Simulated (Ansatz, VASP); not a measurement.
PtSe2: VASP beside Ansatz

INCAR

```
SYSTEM = PtSe2
PREC = Accurate
ENCUT = 520
EDIFF = 1E-7
ISMEAR = 0
SIGMA = 0.05
LREAL = .FALSE.
LASPH = .TRUE.
NELM = 80
ALGO = Normal
ISIF = 2
LWAVE = .FALSE.
LCHARG = .FALSE.
LDIPOL = .TRUE.
IDIPOL = 3
DIPOL = 0.5 0.5 0.395
GGA = PE
IVDW = 12
NBANDS = 31
```

Contents of KPOINTS:

```
regular mesh
0
G
  9 9 1
  0 0 0
```

POSCAR

```
PtSe2
1.0
    3.7070357730      0.0000000000      0.0000000000
   -1.8535178865      3.2103871521      0.0000000000
    0.0000000000      0.0000000000     22.7981619012
Se Pt
4 2
Direct
    0.6666666667      0.3333333333      0.1973843339
    0.3333333333      0.6666666667      0.3135814625
    0.3333333333      0.6666666667      0.4763138799
    0.0000000000      1.0000000000      0.5925110086
    0.0000000000      0.0000000000      0.2554828982
   -0.3333333333      0.3333333333      0.5344124442
```

Input for Ansatz:

```yaml
crystal:
  lattice:
    - [3.707035773, 0.0, 0.0]
    - [-1.8535178865, 3.2103871521, 0.0]
    - [0.0, 0.0, 22.7981619012]
  atoms:
    - { symbol: Se, position: [0.6666666667, 0.3333333333, 0.1973843339] }
    - { symbol: Pt, position: [0.0, 0.0, 0.2554828982] }
    - { symbol: Se, position: [0.3333333333, 0.6666666667, 0.3135814625] }
    - { symbol: Se, position: [0.3333333333, 0.6666666667, 0.4763138799] }
    - { symbol: Pt, position: [-0.3333333333, 0.3333333333, 0.5344124442] }
    - { symbol: Se, position: [0.0, 1.0, 0.5925110086] }
basis:
  ecutwfc: 420
kpoints:
  mp_grid: { grid: [9, 9, 1] }
hamiltonian:
  xc: pbe
  pseudopotentials: { kind: paw, azcp: { folder: soft_1 } }
  dispersion: d3bj
scf:
  occupations: { method: gaussian, width: 0.05 }
output:
  forces: true
  eigenvalues: true
efield:
  axis: 3
  dipole_correction: true
  ramp_width: 0.04
```

Alike in both runs: task single point; functional PBE; dispersion D3(BJ); k mesh 9 × 9 × 1; occupations gaussian, width 0.05 eV; no spin polarisation.

```csv
,VASP,Ansatz
version,VASP 6.6.1,Ansatz 0.2.0
potentials or method,"VASP PAW PBE potentials, release 64 (Se, Pt), cutoff 520 eV","scalar-relativistic, plane waves, PAW"
valence electrons in the cell,44,100
```

VASP gave:

```
gap on the k mesh at the Fermi level (eV) : 0.97
least direct gap on the mesh (eV)         : 1.13
rms of the force components (eV/Å)        : 0.014
```

Problem. Which values does Ansatz return?

Solution. gap on the k mesh at the Fermi level (eV): 0.98; least direct gap on the mesh (eV): 1.14; rms of the force components (eV/Å): 0.014.

VASP's potentials hold 44 valence electrons a cell and Ansatz's 100, so a difference there can come from the potentials and not from the codes.

Spin-orbit coupling is off throughout.
